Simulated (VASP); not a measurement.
Input of a VASP 6.6.1 run:

The input INCAR:

```
ALGO = Normal
EDIFF = 1E-6
EDIFFG = -0.01
ENCUT = 600
GGA = PE
IBRION = 2
ISIF = 3
ISMEAR = 0
LASPH = True
LCHARG = False
LREAL = False
LWAVE = False
NELM = 100
NSW = 100
PREC = Accurate
SIGMA = 0.02
```

Contents of KPOINTS:

```
k-points
0
Gamma
  6 6 6
```

The input POSCAR:

```
SnSe
1.0
    5.1500228760      0.0000000000      0.0000000000
    0.0000000000      5.1500228760      0.0000000000
    0.0000000000      0.0000000000      4.5041933546
Sn Se
2 2
Direct
    0.0000000000      0.5000000000      0.2858338666
    0.5000000000      0.0000000000      0.7141661334
    0.0000000000      0.0000000000      0.0000000000
    0.5000000000      0.5000000000      0.0000000000
```

Potentials or basis: VASP PAW PBE potentials, release 64 (Sn_d, Se).

Run with:

```console
$ cat potpaw_PBE.64/Sn_d/POTCAR potpaw_PBE.64/Se/POTCAR > POTCAR
$ mpirun -np 1 vasp_std > vasp.out
```

(1) What does it give for the relaxed cell?

(2) Predict the relaxed volume.

(3) Predict the space group after relaxing (to 0.05 Å).

(4) Estimate the band gap on the k mesh.

Answers

(1) a = 5.173 Å, b = 5.173 Å, c = 4.424 Å, α = 90.00°, β = 90.00°, γ = 90.00°.

(2) 29.60 Å³/atom.

(3) P4/nmm (No. 129).

(4) 0.36 eV, indirect (least direct gap 0.53 eV).

Caveat: spin-orbit coupling is left out, which moves the levels of the heavy elements.
